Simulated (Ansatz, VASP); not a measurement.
One calculation of TiC, two programs

```
Ti C
1.0
     0.00000    2.16400    2.16400
     2.16400    0.00000    2.16400
     2.16400    2.16400    0.00000
Ti C
1 1
Direct
  0.98845 0.98845 0.01155
  0.50000 0.50000 0.50000
```

Change from the starting cell: all Ti atoms moved +0.050 Å, as atom 1 towards its neighbour atom 2 (C) at 2.164 Å.

Alike in both runs: task single point; functional LDA; k mesh 18 × 18 × 18; occupations gaussian, width 0.15 eV; no spin polarisation.

|  | VASP | Ansatz |
| --- | --- | --- |
| version | VASP 6.6.1 | Ansatz 0.2.0 |
| potentials or method | VASP PAW LDA potentials, release 64 (Ti_sv, C), cutoff 520 eV | scalar-relativistic, plane waves, PAW |
| valence electrons in the cell | 16 | 16 |

Ansatz gave:

```
gap on the k mesh at the Fermi level (eV)                     : none
pressure (GPa)                                                : -11.7
traceless stress, the component that is largest in VASP (GPa) : 0.44
rms of the force components (eV/Å)                            : 0.257
```

Task: Which values does VASP return?

Result: gap on the k mesh at the Fermi level (eV): none; pressure (GPa): -11.0; traceless stress, the component that is largest in VASP (GPa): 0.44; rms of the force components (eV/Å): 0.260.

LDA's correlation is that of Perdew and Zunger in VASP and of Perdew and Wang (1992) in Ansatz. Atom by atom the forces differ by 0.003 eV/Å (rms over components). A gap of «none» marks a metal or a gap that the smearing closes.
